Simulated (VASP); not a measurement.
A run of VASP 6.6.1 is set up as follows.

Contents of INCAR:

```
  PREC = Accurate
  ENCUT = 520
  EDIFF = 1E-6
  ISMEAR = 0
  SIGMA = 0.05
  LREAL = F
  LASPH = T
  NELM = 150
  ALGO = Normal
  ISIF = 2
  LWAVE = F
  LCHARG = F
  ISPIN = 2
  MAGMOM = 0.5 0.5
  LORBIT = 11
  GGA = PE
  NBANDS = 16
```

The input KPOINTS:

```
Automatic mesh
0
Gamma
  1 1 33
```

Contents of POSCAR:

```
LiF
1.0
   10.6000000000      0.0000000000      0.0000000000
    0.0000000000      9.3000000000      0.0000000000
    0.0000000000      0.0000000000      3.4051256662
Li F
1 1
Direct
    0.5000027742      0.5000000000      0.0000000000
    0.4999972258      0.5000000000      0.5000000000
```

Potentials or basis: VASP PAW PBE potentials, release 64 (Li_sv, F).

Run with:

```sh
$ cat potpaw_PBE.64/Li_sv/POTCAR potpaw_PBE.64/F/POTCAR > POTCAR
$ mpirun -np 1 vasp_std > vasp.out
```

(1) Estimate the band gap on the k mesh.

(2) Predict the net moment.

Results:

(1) 6.57 eV (least direct gap 6.79 eV).

(2) 0.00 μB per cell.
